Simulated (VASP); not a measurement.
Input of a VASP 6.6.1 run:

INCAR

```
SYSTEM = Be3Cd2S
ALGO = Normal
EDIFF = 1E-7
ENCUT = 520
GGA = PE
ISIF = 2
ISMEAR = 0
LASPH = .True.
LCHARG = .False.
LREAL = .False.
LWAVE = .False.
NBANDS = 27
NELM = 60
PREC = Accurate
SIGMA = 0.1
```

File KPOINTS:

```
k-points
0
Gamma
  4 4 4
  0 0 0
```

File POSCAR:

```
Be3Cd2S
1.0
    5.0675538600      0.0000000000      0.0000000000
    0.0000000000      5.0675538600      0.0000000000
    0.0000000000      0.0000000000      3.7432067000
Be Cd S
3 2 1
Direct
    0.0000000000      0.5000000000      0.5000000000
    0.5000000000      0.0000000000      0.5000000000
    0.0000000000      0.0000000000      0.5000000000
    0.5000000000      0.5000000000      0.5000000000
    0.0000000000      0.0000000000      0.0000000000
    0.5000000000      0.5000000000      0.0000000000
```

Potentials or basis: VASP PAW PBE potentials, release 64 (Be, Cd, S).

Launch:

```bash
$ cat potpaw_PBE.64/Be/POTCAR potpaw_PBE.64/Cd/POTCAR potpaw_PBE.64/S/POTCAR > POTCAR
$ mpirun -np 1 vasp_std > vasp.out
```

What does it give for the band gap on the k mesh?

Zero (bands 18 and 19 overlap by 1.51 eV).

What does it give for the pressure?

45.9 GPa.

Stress tensor (GPa, compression positive):
```
  0.55   0.00   0.00
  0.00   0.55   0.00
  0.00   0.00 136.72
```

Caveat: the k points lie up to 0.42 Å⁻¹ apart, too coarse for converged energies and pressures of a metal.
